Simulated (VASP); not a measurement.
Write the native input for VASP 6.6.1 that does the following.

* Task: relaxation of cell and atoms
* Functional: PBE
* Dispersion: D3(BJ)
* Potentials or basis: VASP PAW PBE potentials, release 64 (Pb_d, Se)
* Cutoff: 600 eV
* k mesh: 8 × 8 × 8
* Occupations: fermi-dirac, width 0.05 eV
* Spin: no spin polarisation
* Dipole correction: no
* Further INCAR settings: ALGO = Normal; EDIFF = 1e-06; IBRION = 2; EDIFFG = -0.01; NSW = 80; ISIF = 3

The structure of PbSe (Clausthalite) lies in POSCAR:

```
PbSe
1.0
    0.0000000000      3.0606500000      3.0606500000
    3.0606500000      0.0000000000      3.0606500000
    3.0606500000      3.0606500000      0.0000000000
Pb Se
1 1
Direct
    0.0000000000      0.0000000000      0.0000000000
    0.5000000000      0.5000000000      0.5000000000
```

One way to write it, as run:

INCAR

```
SYSTEM = PbSe
PREC = Accurate
ENCUT = 600
EDIFF = 1E-6
ISMEAR = -1
SIGMA = 0.05
LREAL = .False.
LASPH = .True.
NELM = 100
ALGO = Normal
ISIF = 3
LWAVE = .False.
LCHARG = .False.
GGA = PE
IVDW = 12
IBRION = 2
NSW = 80
EDIFFG = -0.01
```

KPOINTS

```
Automatic mesh
0
Gamma
  8 8 8
  0 0 0
```

Potentials or basis: VASP PAW PBE potentials, release 64 (Pb_d, Se).

Launch:

```bash
$ cat potpaw_PBE.64/Pb_d/POTCAR potpaw_PBE.64/Se/POTCAR > POTCAR
$ mpirun -np 1 vasp_std > vasp.out
```

It gave:

```json
{"Relaxed volume": "28.85 Å³/atom", "Relaxed cell": "a = 4.338 Å, b = 4.338 Å, c = 4.338 Å, α = 60.00°, β = 60.00°, γ = 60.00°", "Space group after relaxing (to 0.05 Å)": "Fm-3m (No. 225)", "Energy gained by relaxing": "0.2 meV/atom", "Ionic steps": "3", "Pressure after relaxing": "0.0 GPa", "Band gap on the k mesh": "0.31 eV, direct", "Dispersion energy per atom": "-0.366 eV"}
```

Caveat: spin-orbit coupling is left out, which moves the levels of the heavy elements.

Run time: 52 s on 1 thread of Intel(R) Xeon(R) Platinum 8259CL CPU @ 2.50GHz (Skylake/Cascade Lake), on a shared host, peak memory 0.22 GiB.
